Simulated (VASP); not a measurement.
Runs of VASP 6.6.1 on MoS2. The structure is that of space group P6_3/mmc (No. 194), or close to it. The cells are those of the table. 

| cell | k mesh | smearing | gap on the mesh (eV) | pressure (GPa) | largest force (eV/Å) |
| --- | --- | --- | --- | --- | --- |
| a = 2.910, b = 2.910, c = 10.542 Å, angles 90.0, 90.0, 120.0°, 6 atoms | 12 × 12 × 4 | gaussian 0.1 eV | none | (b) | 0.04 |
| a = 3.019, b = 3.019, c = 10.984 Å, angles 90.0, 90.0, 120.0°, 6 atoms | 12 × 12 × 4 | gaussian 0.02 eV | - | 24.8 | (d) |
| a = 2.783, b = 2.783, c = 10.185 Å, angles 90.0, 90.0, 120.0°, 6 atoms | 12 × 12 × 4 | gaussian 0.1 eV | none | 89.8 | 0.04 |
| a = 3.185, b = 3.185, c = 14.808 Å, angles 90.0, 90.0, 120.0°, 6 atoms | 12 × 12 × 2 | gaussian 0.02 eV | 1.46 | -0.1 | 0.01 |
| a = 3.151, b = 3.151, c = 12.134 Å, angles 90.0, 90.0, 120.0°, 6 atoms | 12 × 12 × 2 | gaussian 0.02 eV | 0.82 | (c) | 0.02 |
| a = 3.176, b = 3.176, c = 12.991 Å, angles 90.0, 90.0, 120.0°, 6 atoms | 12 × 12 × 2 | gaussian 0.02 eV | 1.16 | (a) | 0.01 |

Alike in all rows: task single point; level PBE; potentials or basis VASP PAW PBE potentials, release 64 (Mo_sv, S); no spin polarisation; cutoff (eV) 520.

Fill in the values left out.

(a) 0.9; (b) 49.8; (c) 3.8; (d) 0.03.

Caveats: this functional lacks dispersion, which binds the layers, so the pressure and a relaxed spacing across them are unreliable (some runs).

A k mesh can miss the band edges, and the runs leave out spin-orbit coupling on Mo.

A gap of «none» marks levels without a gap at the run's occupations.
